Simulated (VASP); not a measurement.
Set up this calculation in VASP 6.6.1, as the native input.

```yaml
Task: single point
Functional: PBE
Potentials_or_basis: VASP PAW PBE potentials, release 64 (Ca_sv, C, O)
Cutoff: 520 eV
k_mesh: 4 × 4 × 1
Occupations: gaussian, width 0.1 eV
Spin: no spin polarisation
Dipole_correction: yes
Further_INCAR_settings: ALGO = Normal; EDIFF = 1e-07; NBANDS = 56
```

The structure of Ca8CO lies in POSCAR:

```
Ca8CO
1.0
    7.8132359319      0.0000000000      0.0000000000
    0.0000000000      7.8132359319      0.0000000000
    0.0000000000      0.0000000000     20.6093934330
Ca C O
8 1 1
Direct
    0.2500000000      0.2500000000      0.1940862555
    0.2500000000      0.7500000000      0.1940862555
    0.7500000000      0.2500000000      0.1940862555
    0.7500000000      0.7500000000      0.1940862555
    0.0000000000      0.0000000000      0.3206981057
    0.0000000000      0.5000000000      0.3206981057
    0.5000000000      0.0000000000      0.3206981057
    0.5000000000      0.5000000000      0.3206981057
    0.1770468721      0.7500000000      0.4953757356
    0.3229531279      0.7500000000      0.4953757356
```

These files were run (other wordings do the same):

INCAR

```
PREC = Accurate
ENCUT = 520
EDIFF = 1E-7
ISMEAR = 0
SIGMA = 0.1
LREAL = False
LASPH = True
NELM = 80
ALGO = Normal
ISIF = 2
LWAVE = False
LCHARG = False
LDIPOL = True
IDIPOL = 3
DIPOL = 0.5 0.5 0.305
GGA = PE
NBANDS = 56
```

KPOINTS

```
Automatic mesh
0
Gamma
  4 4 1
```

Potentials or basis: VASP PAW PBE potentials, release 64 (Ca_sv, C, O).

Run with:

```sh
$ cat potpaw_PBE.64/Ca_sv/POTCAR potpaw_PBE.64/C/POTCAR potpaw_PBE.64/O/POTCAR > POTCAR
$ mpirun -np 1 vasp_std > vasp.out
```

It gave:

The largest force is 1.005 eV/Å. The band gap on the k mesh is zero (bands 45 and 46 overlap by 0.10 eV).

Wall time 32 min on 1 thread of Intel(R) Xeon(R) Platinum 8488C (Sapphire Rapids) (shared host), peak memory 1.3 GiB.
